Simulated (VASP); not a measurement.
# Sn (Im-3m) in VASP: further runs

Sn is run at these levels: BLYP; tasks: single point.

All numbers are computed with VASP 6.6.1; they aren't measurements. Logs are shortened: lines on timing, memory, paths and dates and some standing lists are left out, and cuts for length are marked.

## 1. The cell of the first run

Symmetry: Im-3m, No. 229, cubic system. The conventional cell has a = 3.886 Å, b = 3.886 Å, c = 3.886 Å, α = 90.00°, β = 90.00°, γ = 90.00°. Within 4.4 Å of Sn (site symmetry m-3m) lie 14 Sn at 3.37 to 3.89 Å.

This isn't the form of Sn at room conditions, which is tetragonal (white tin).

## 2. Single point, BLYP (29.35 Å³/atom)

INCAR

```
SYSTEM = Sn
PREC = Accurate
ENCUT = 520
EDIFF = 1E-6
ISMEAR = -1
SIGMA = 0.1
LREAL = .False.
LASPH = .True.
NELM = 60
ALGO = Normal
ISIF = 2
LWAVE = .False.
LCHARG = .False.
GGA = B5
ALDAX = 1.0
AGGAX = 1.0
AGGAC = 1.0
ALDAC = 0.0
NBANDS = 13
```

KPOINTS

```
Automatic mesh
0
Gamma
  13 13 13
  0 0 0
```

POSCAR

```
Sn
1.0
   -1.9432285103      1.9432285103      1.9432285103
    1.9432285103     -1.9432285103      1.9432285103
    1.9432285103      1.9432285103     -1.9432285103
Sn
1
Direct
    0.0000000000      0.0000000000      0.0000000000
```

Potentials or basis: VASP PAW PBE potentials, release 64 (Sn_d).

Started as:

```bash
$ cat potpaw_PBE.64/Sn_d/POTCAR > POTCAR
$ mpirun -np 1 vasp_std > vasp.out
```

OUTCAR:

```text
SYSTEM = Sn
   PREC = Accurate
   ENCUT = 520
   EDIFF = 1E-6
   ISMEAR = -1
   LREAL = .False.
   LASPH = .True.
   NELM = 60
   ISIF = 2
   GGA = B5

 ion  position               nearest neighbor table
   1  0.000  0.000  0.000-

  LATTYP: Found a body centered cubic cell.
 ALAT       =     3.8864570206

  Lattice vectors:

 A1 = (  -1.9432285103,   1.9432285103,   1.9432285103)
 A2 = (   1.9432285103,  -1.9432285103,   1.9432285103)
 A3 = (   1.9432285103,   1.9432285103,  -1.9432285103)

Analysis of symmetry for initial positions (statically):
=====================================================================
 Subroutine PRICEL returns:
 Original cell was already a primitive cell.

 Routine SETGRP: Setting up the symmetry group for a
 body centered cubic supercell.

 Subroutine GETGRP returns: Found 48 space group operations
 (whereof 48 operations were pure point group operations)
 out of a pool of 48 trial point group operations.

The static configuration has the point symmetry O_h .

Analysis of symmetry for dynamics (positions and initial velocities):
=====================================================================
 Subroutine PRICEL returns:
 Original cell was already a primitive cell.

 Routine SETGRP: Setting up the symmetry group for a
 body centered cubic supercell.

 Subroutine GETGRP returns: Found 48 space group operations
 (whereof 48 operations were pure point group operations)
 out of a pool of 48 trial point group operations.

The dynamic configuration has the point symmetry O_h .

 Subroutine INISYM returns: Found 48 space group operations
 (whereof 48 operations are pure point group operations),
 and found     1 'primitive' translations

----------------------------------------------------------------------------------------

                                     Primitive cell

  volume of cell :      29.3516

  direct lattice vectors                    reciprocal lattice vectors
    -1.943228510  1.943228510  1.943228510     0.000000000  0.257303759  0.257303759
     1.943228510 -1.943228510  1.943228510     0.257303759  0.000000000  0.257303759
     1.943228510  1.943228510 -1.943228510     0.257303759  0.257303759  0.000000000

  length of vectors
     3.365770511  3.365770511  3.365770511     0.363882465  0.363882465  0.363882465

  position of ions in fractional coordinates (direct lattice)
     0.000000000  0.000000000  0.000000000

  ion indices of the primitive-cell ions
   primitive index   ion index
                 1           1

----------------------------------------------------------------------------------------

 KPOINTS: Automatic mesh

Automatic generation of k-mesh.
 Grid dimensions read from file:
 generate k-points for:   13   13   13

 Generating k-lattice:

  Cartesian coordinates                     Fractional coordinates (reciprocal lattice)
     0.000000000  0.019792597  0.019792597     0.076923077  0.000000000  0.000000000
     0.019792597  0.000000000  0.019792597     0.000000000  0.076923077  0.000000000
     0.019792597  0.019792597  0.000000000     0.000000000  0.000000000  0.076923077

  Length of vectors
     0.027990959  0.027990959  0.027990959

  Shift w.r.t. Gamma in fractional coordinates (k-lattice)
     0.000000000  0.000000000  0.000000000

 Subroutine IBZKPT returns following result:
 ===========================================

 Found     84 irreducible k-points:

 Following reciprocal coordinates:
            Coordinates               Weight
  0.000000  0.000000  0.000000      1.000000
  0.076923  0.000000  0.000000     12.000000
  0.153846  0.000000  0.000000     12.000000
  0.230769  0.000000  0.000000     12.000000
  0.307692  0.000000  0.000000     12.000000
  0.384615  0.000000  0.000000     12.000000
[... 16 lines left out ...]
  0.153846  0.076923  0.076923     24.000000
  0.230769  0.076923  0.076923     24.000000
 [... further k-points ...]
   k-points           NKPTS =     84   k-points in BZ     NKDIM =     84   number of bands    NBANDS=     13
   number of dos      NEDOS =    301   number of ions     NIONS =      1
   total plane-waves  NPLWV =  21952
   dimension x,y,z NGX =    28 NGY =   28 NGZ =   28
   dimension x,y,z NGXF=    56 NGYF=   56 NGZF=   56
   ions per type =               1
   NGX,Y,Z   is equivalent  to a cutoff of  13.83, 13.83, 13.83 a.u.
   NGXF,Y,Z  is equivalent  to a cutoff of  27.66, 27.66, 27.66 a.u.
 SYSTEM =  Sn
   PREC   = accura    normal or accurate (medium, high low for compatibility)
   ISTART =      0    job   : 0-new  1-cont  2-samecut
   ICHARG =      2    charge: 1-file 2-atom 10-const
   ISPIN  =      1    spin polarized calculation?
   LNONCOLLINEAR =      F non collinear calculations
   LSORBIT =      F    spin-orbit coupling
   LASPH  =      T    aspherical Exc in radial PAW
   ENCUT  =  520.0 eV  38.22 Ry    6.18 a.u.   6.26  6.26  6.26*2*pi/ulx,y,z
   NELM   =     60;   NELMIN=  2; NELMDL= -5     # of ELM steps
   EDIFF  = 0.1E-05   stopping-criterion for ELM
   LREAL  =      F    real-space projection
   EDIFFG = 0.1E-04   stopping-criterion for IOM
   NSW    =      0    number of steps for IOM
   IBRION =     -1    ionic relax: 0-MD 1-quasi-New 2-CG
   NFREE  =      0    steps in history (QN), initial steepest desc. (CG)
   ISIF   =      2    stress and relaxation
   ISYM   =      2    0-nonsym 1-usesym 2-fastsym
   POTIM  = 0.5000    time-step for ionic-motion
   TEBEG  =    0.0;   TEEND  =   0.0 temperature during run
   PSTRESS=    0.0 pullay stress
   NELECT =      14.0000    total number of electrons
   NUPDOWN=      -1.0000    fix difference up-down
   EMIN   =  10.00;   EMAX   =-10.00  energy-range for DOS
   EFERMI =   0.00;   METHOD = LEGACY
   ISMEAR =    -1;   SIGMA  =   0.10  broadening in eV -4-tet -1-fermi 0-gaus
   EFERMI_NEDOS =   21; number of points for ismear=-14 and -15
   IALGO  =     38    algorithm
   IMIX   =      4    mixing-type and parameters
     AMIX     =   0.40;   BMIX     =  1.00
     AMIX_MAG =   1.60;   BMIX_MAG =  1.00
  volume/ion in A,a.u.               =      29.35       198.07
  Fermi-wavevector in a.u.,A,eV,Ry     =   1.279107  2.417162 22.260702  1.636115
  Thomas-Fermi vector in A             =   2.411612
   LORBIT       =      0    0 simple, 1 ext, 2 COOP (PROOUT), +10 PAW based schemes
   GGA     = B5    functional components
   LHFCALC =     F    Hartree Fock is set to
   AEXX    =    0.0000 exact exchange contribution
   IVDW    =     0    specifies the selected vdW correction
   LEPSILON=     F    determine dielectric tensor
   LRPA    =     F    only Hartree local field effects (RPA)
 non-spin polarized calculation
  energy-cutoff  :      520.00
  volume of cell :       29.35
 maximum number of plane-waves:       802
 NGX is ok and might be reduce to    28
   NGX = 13   NGY = 13   NGZ = 13

 number of electron      14.0000007 magnetization

 Free energy of the ion-electron system (eV)
  ---------------------------------------------------
  ext. energy  EPLUGINS =         0.00000000
  ---------------------------------------------------
  free energy    TOTEN  =        -2.94736330 eV

  energy without entropy =       -2.92611841  energy(sigma->0) =       -2.93674086

 E-fermi :   7.6354     XC(G=0):  -9.4021

 val. band max:        7.6282015627   @ k =  -0.4615  -0.4615   0.2308
 cond. band min:       7.6862335640   @ k =   0.3077   0.1538   0.1538
 fundamental gap:      0.0580320013
 Fermi energy:         7.6354460772

 k-point     1 :       0.0000    0.0000    0.0000
  band No.  band energies     occupation
      1     -13.8474      2.00000
      2     -13.8474      2.00000
      3     -13.8474      2.00000
      4     -13.7349      2.00000
      5     -13.7349      2.00000
      6      -2.9060      2.00000
      7      14.6771      0.00000
      8      14.6771      0.00000
      9      14.6771      0.00000
     10      19.9056      0.00000
     11      19.9194      0.00000
     12      19.9236      0.00000
     13      19.9238      0.00000

 k-point     2 :       0.0769    0.0000    0.0000
  band No.  band energies     occupation
      1     -13.8494      2.00000
      2     -13.8441      2.00000
      3     -13.8374      2.00000
      4     -13.7372      2.00000
      5     -13.7352      2.00000
      6      -2.7863      2.00000
      7      13.7390      0.00000
      8      14.2660      0.00000
      9      14.5594      0.00000
     10      18.5356      0.00000
     11      18.7484      0.00000
     12      19.6230      0.00000
     13      20.5016      0.00000

 k-point     3 :       0.1538    0.0000    0.0000
  band No.  band energies     occupation
      1     -13.8549      2.00000
      2     -13.8359      2.00000
      3     -13.8096      2.00000
      4     -13.7430      2.00000
      5     -13.7363      2.00000
      6      -2.4278      2.00000
      7      11.7317      0.00000
      8      13.3928      0.00000
      9      14.2287      0.00000
     10      17.4373      0.00000
     11      17.7871      0.00000
     12      19.4461      0.00000
     13      20.9447      0.00000
[... 305 lines left out ...]
 k-point    23 :       0.1538    0.0769    0.0769
  band No.  band energies     occupation
      1     -13.8560      2.00000
      2     -13.8390      2.00000
      3     -13.7548      2.00000
      4     -13.7455      2.00000
      5     -13.7401      2.00000
      6      -1.5966      2.00000
      7       9.2853      0.00000
      8      11.5256      0.00000
      9      12.3051      0.00000
     10      18.1655      0.00000
     11      18.3119      0.00000
     12      20.4712      0.00000
     13      21.5416      0.00000

 k-point    24 :       0.2308    0.0769    0.0769
  band No.  band energies     occupation
      1     -13.8634      2.00000
      2     -13.8281      2.00000
      3     -13.7487      2.00000
      4     -13.7401      2.00000
      5     -13.7230      2.00000
      6      -0.7820      2.00000
      7       7.4075      1.81439
      8      10.5004      0.00000
      9      11.7454      0.00000
     10      17.8132      0.00000
     11      18.2337      0.00000
     12      20.7660      0.00000
     13      22.1091      0.00000

 [... further k-points ...]

------------------------ aborting loop because EDIFF is reached ----------------------------------------

  FORCE on cell =-STRESS in cart. coord.  units (eV):
  Direction    XX          YY          ZZ          XY          YZ          ZX
  --------------------------------------------------------------------------------------
  -------------------------------------------------------------------------------------
  Total        0.3090767      0.3090767      0.3090767      0.0000000     -0.0000000      0.0000000
  in kB       16.8711710     16.8711710     16.8711710      0.0000000     -0.0000000      0.0000000
  external PRESSURE =      16.8711710 kB  Pullay stress =       0.0000000 kB

 VOLUME and BASIS-vectors are now :
 -----------------------------------------------------------------------------
  energy-cutoff  :      520.00
  volume of cell :       29.35
      direct lattice vectors                 reciprocal lattice vectors
    -1.943228510  1.943228510  1.943228510     0.000000000  0.257303759  0.257303759
     1.943228510 -1.943228510  1.943228510     0.257303759  0.000000000  0.257303759
     1.943228510  1.943228510 -1.943228510     0.257303759  0.257303759  0.000000000

 POSITION                                       TOTAL-FORCE (eV/Angst)
 -----------------------------------------------------------------------------------
      0.00000      0.00000      0.00000         0.000000      0.000000      0.000000
 -----------------------------------------------------------------------------------
    total drift:                               -0.000000     -0.000000     -0.000000

  FREE ENERGIE OF THE ION-ELECTRON SYSTEM (eV)
  ---------------------------------------------------
  free  energy   TOTEN  =        -2.9473633033 eV

  energy  without entropy=       -2.9261184099  energy(sigma->0) =       -2.93674086
```

Run time: 34 s. Hardware: 1 thread of Intel Xeon Platinum 8259CL at 2.50GHz (Skylake/Cascade Lake), shared host; peak memory 0.17 GiB.

What came out:

```
Free energy            : -2.9474 eV
Pressure               : 1.7 GPa
Band gap on the k mesh : zero (bands 7 and 8 overlap by 9.03 eV)
```

Levels at points of the mesh, in eV from the Fermi level:
| k point | band 5 | band 6 | band 7 | band 8 | band 9 | band 10 |
| --- | --- | --- | --- | --- | --- | --- |
| (0.00, 0.00, 0.00) | -21.37 | -10.54 | 7.04 | 7.04 | 7.04 | 12.27 |

Caveat: the PAW data sets were made with another functional, which shifts forces and pressure a little; spin-orbit coupling is left out, which moves the levels of the heavy elements.

## 3. Single point, BLYP (30.57 Å³/atom)

This run uses another cell than the first one, of 30.57 Å³/atom.

INCAR

```
  PREC = Accurate
  ENCUT = 520
  EDIFF = 1E-6
  ISMEAR = -1
  SIGMA = 0.1
  LREAL = False
  LASPH = True
  NELM = 100
  ALGO = Normal
  ISIF = 2
  LWAVE = False
  LCHARG = False
  GGA = B5
  ALDAX = 1.0
  AGGAX = 1.0
  AGGAC = 1.0
  ALDAC = 0.0
  NBANDS = 13
```

KPOINTS

```
regular mesh
0
Gamma
  13 13 13
```

POSCAR

```
Sn
1.0
   -1.9698513872      1.9698513872      1.9698513872
    1.9698513872     -1.9698513872      1.9698513872
    1.9698513872      1.9698513872     -1.9698513872
Sn
1
Direct
    0.0000000000      0.0000000000      0.0000000000
```

Potentials or basis: VASP PAW PBE potentials, release 64 (Sn_d).

Started as:

```bash
$ cat potpaw_PBE.64/Sn_d/POTCAR > POTCAR
$ mpirun -np 1 vasp_std > vasp.out
```

Run time: 35 s. Hardware: 1 thread of Intel Xeon Platinum 8259CL at 2.50GHz (Skylake/Cascade Lake), shared host; peak memory 0.17 GiB.

It converged, with:

| Item | Value |
| --- | --- |
| Free energy | -2.9547 eV |
| Pressure | 0.1 GPa |
| Band gap on the k mesh | zero (bands 7 and 8 overlap by 8.58 eV) |

Levels at points of the mesh, in eV from the Fermi level:
| k point | band 3 | band 4 | band 5 | band 6 | band 7 | band 8 | band 9 | band 10 | band 11 | band 12 |
| --- | --- | --- | --- | --- | --- | --- | --- | --- | --- | --- |
| (0.00, 0.00, 0.00) | -21.48 | -21.38 | -21.38 | -10.29 | 6.69 | 6.69 | 6.69 | 11.99 | 11.99 | 11.99 |

Caveat: the PAW data sets were made with another functional, which shifts forces and pressure a little; spin-orbit coupling is left out, which moves the levels of the heavy elements.

## 4. Single point, BLYP (31.80 Å³/atom)

This run uses another cell than the first one, of 31.80 Å³/atom.

INCAR

```
PREC = Accurate ; ENCUT = 520
EDIFF = 1E-6 ; ISMEAR = -1
SIGMA = 0.1 ; LREAL = F
LASPH = T ; NELM = 80
ALGO = Normal ; ISIF = 2
LWAVE = F ; LCHARG = T
GGA = B5 ; ALDAX = 1.0
AGGAX = 1.0 ; AGGAC = 1.0
ALDAC = 0.0 ; LELF = T
LVHAR = T ; NBANDS = 13
```

KPOINTS is that of step 3.

POSCAR

```
Sn
1.0
   -1.9957734571      1.9957734571      1.9957734571
    1.9957734571     -1.9957734571      1.9957734571
    1.9957734571      1.9957734571     -1.9957734571
Sn
1
Direct
    0.0000000000      0.0000000000      0.0000000000
```

Potentials or basis: VASP PAW PBE potentials, release 64 (Sn_d).

Started as:

```bash
$ cat potpaw_PBE.64/Sn_d/POTCAR > POTCAR
$ mpirun -np 1 vasp_std > vasp.out
```

OUTCAR:

```text
PREC = Accurate
   ENCUT = 520
   EDIFF = 1E-6
   ISMEAR = -1
   LREAL = F
   LASPH = T
   NELM = 80
   ISIF = 2
   GGA = B5

 ion  position               nearest neighbor table
   1  0.000  0.000  0.000-

  LATTYP: Found a body centered cubic cell.
 ALAT       =     3.9915469142

  Lattice vectors:

 A1 = (  -1.9957734571,   1.9957734571,   1.9957734571)
 A2 = (   1.9957734571,  -1.9957734571,   1.9957734571)
 A3 = (   1.9957734571,   1.9957734571,  -1.9957734571)

Analysis of symmetry for initial positions (statically):
=====================================================================
 Subroutine PRICEL returns:
 Original cell was already a primitive cell.

 Routine SETGRP: Setting up the symmetry group for a
 body centered cubic supercell.

 Subroutine GETGRP returns: Found 48 space group operations
 (whereof 48 operations were pure point group operations)
 out of a pool of 48 trial point group operations.

The static configuration has the point symmetry O_h .

Analysis of symmetry for dynamics (positions and initial velocities):
[... 169 lines left out ...]
      4     -14.6081      2.00000
      5     -14.6081      2.00000
      6      -3.2805      2.00000
      7      13.1451      0.00000
      8      13.1451      0.00000
      9      13.1451      0.00000
     10      18.5019      0.00000
     11      18.5019      0.00000
     12      18.5019      0.00000
     13      18.8657      0.00000
[... 354 lines left out ...]
  band No.  band energies     occupation
      1     -14.7071      2.00000
      2     -14.6790      2.00000
      3     -14.6188      2.00000
      4     -14.6123      2.00000
      5     -14.5986      2.00000
      6      -1.3293      2.00000
      7       6.4670      1.91495
      8       9.4453      0.00000
      9      10.6500      0.00000
     10      16.4073      0.00000
     11      16.8461      0.00000
     12      19.4954      0.00000
     13      20.6184      0.00000

 [... further k-points ...]

------------------------ aborting loop because EDIFF is reached ----------------------------------------

  FORCE on cell =-STRESS in cart. coord.  units (eV):
  Direction    XX          YY          ZZ          XY          YZ          ZX
  --------------------------------------------------------------------------------------
  -------------------------------------------------------------------------------------
  Total       -0.2364696     -0.2364696     -0.2364696     -0.0000000     -0.0000000      0.0000000
  in kB      -11.9149464    -11.9149464    -11.9149464     -0.0000000     -0.0000000      0.0000000
  external PRESSURE =     -11.9149464 kB  Pullay stress =       0.0000000 kB

 VOLUME and BASIS-vectors are now :
 -----------------------------------------------------------------------------
  energy-cutoff  :      520.00
  volume of cell :       31.80
      direct lattice vectors                 reciprocal lattice vectors
    -1.995773457  1.995773457  1.995773457     0.000000000  0.250529437  0.250529437
     1.995773457 -1.995773457  1.995773457     0.250529437  0.000000000  0.250529437
     1.995773457  1.995773457 -1.995773457     0.250529437  0.250529437  0.000000000

 POSITION                                       TOTAL-FORCE (eV/Angst)
 -----------------------------------------------------------------------------------
      0.00000      0.00000      0.00000        -0.000000      0.000000     -0.000000
 -----------------------------------------------------------------------------------
    total drift:                               -0.000000     -0.000000     -0.000000

  FREE ENERGIE OF THE ION-ELECTRON SYSTEM (eV)
  ---------------------------------------------------
  free  energy   TOTEN  =        -2.9509974541 eV

  energy  without entropy=       -2.9295123430  energy(sigma->0) =       -2.94025490
```

Run time: 37 s. Hardware: 1 thread of Intel Xeon Platinum 8259CL at 2.50GHz (Skylake/Cascade Lake), shared host; peak memory 0.17 GiB.

Results:

| Item | Value |
| --- | --- |
| Free energy | -2.9510 eV |
| Pressure | -1.2 GPa |
| Band gap on the k mesh | zero (bands 7 and 8 overlap by 8.15 eV) |

Caveat: the PAW data sets were made with another functional, which shifts forces and pressure a little; spin-orbit coupling is left out, which moves the levels of the heavy elements.

(Part 1 of 2 ends here.)

The gap in the log of VASP goes by the Fermi energy; the results here count the filled bands.